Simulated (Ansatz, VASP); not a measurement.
# CdF2: VASP beside Ansatz

Contents of INCAR:

```
SYSTEM = CdF2
PREC     = Accurate       ! precision mode
ENCUT    = 600            ! plane-wave cutoff, eV
EDIFF    = 1E-6           ! SCF threshold, eV
ISMEAR   = 0              ! smearing method
SIGMA    = 0.05           ! smearing width, eV
LREAL    = .False.        ! projectors in reciprocal space
LASPH    = .True.         ! aspherical terms in the spheres
NELM     = 120            ! most SCF steps
ALGO     = Normal         ! electronic algorithm
ISIF     = 2              ! what is computed and relaxed
LWAVE    = .False.        ! write WAVECAR
LCHARG   = .False.        ! write CHGCAR
NBANDS   = 24             ! bands
GGA_COMPAT= .False.
```

KPOINTS

```
Automatic mesh
0
Gamma
  8 8 8
  0 0 0
```

File POSCAR:

```
CdF2
1.0
    0.0000000000      2.6940000000      2.6940000000
    2.6940000000      0.0000000000      2.6940000000
    2.6940000000      2.6940000000      0.0000000000
Cd F
1 2
Direct
    0.0200915322      0.0200915322      0.0200915322
    0.2500000000      0.2500000000      0.2500000000
    0.7500000000      0.7500000000      0.7500000000
```

Input for Ansatz:

```yaml
crystal:
  lattice:
    - [0.0, 2.694, 2.694]
    - [2.694, 0.0, 2.694]
    - [2.694, 2.694, 0.0]
  atoms:
    - { symbol: Cd, position: [0.0200915322, 0.0200915322, 0.0200915322] }
    - { symbol: F, position: [0.25, 0.25, 0.25] }
    - { symbol: F, position: [0.75, 0.75, 0.75] }
basis:
  ecutwfc: 420
kpoints:
  mp_grid: { grid: [8, 8, 8] }
hamiltonian:
  xc: lda
scf:
  occupations: { method: gaussian, width: 0.05 }
output:
  forces: true
  stress: true
  eigenvalues: true
```

Change from the starting cell: all Cd atoms moved +0.188 Å, as atom 1 along Cartesian [1 1 1].

Alike in both runs: task single point; functional LDA; k mesh 8 × 8 × 8; occupations gaussian, width 0.05 eV; no spin polarisation.

|  | VASP | Ansatz |
| --- | --- | --- |
| version | VASP 6.6.1 | Ansatz 0.2.0 |
| potentials or method | VASP PAW LDA potentials, release 64 (Cd_sv_GW, F), cutoff 600 eV | scalar-relativistic, plane waves, PAW |
| valence electrons in the cell | 34 | 34 |

VASP gave:

```
gap on the k mesh at the Fermi level (eV)                     : 2.85
least direct gap on the mesh (eV)                             : 3.32
pressure (GPa)                                                : -4.3
traceless stress, the component that is largest in VASP (GPa) : 1.27
rms of the force components (eV/Å)                            : 0.428
```

Estimate Ansatz's values.

gap on the k mesh at the Fermi level (eV): 2.85; least direct gap on the mesh (eV): 3.32; pressure (GPa): -3.7; traceless stress, the component that is largest in VASP (GPa): 1.24; rms of the force components (eV/Å): 0.415.

LDA's correlation is that of Perdew and Zunger in VASP and of Perdew and Wang (1992) in Ansatz. Atom by atom the forces differ by 0.013 eV/Å (rms over components).
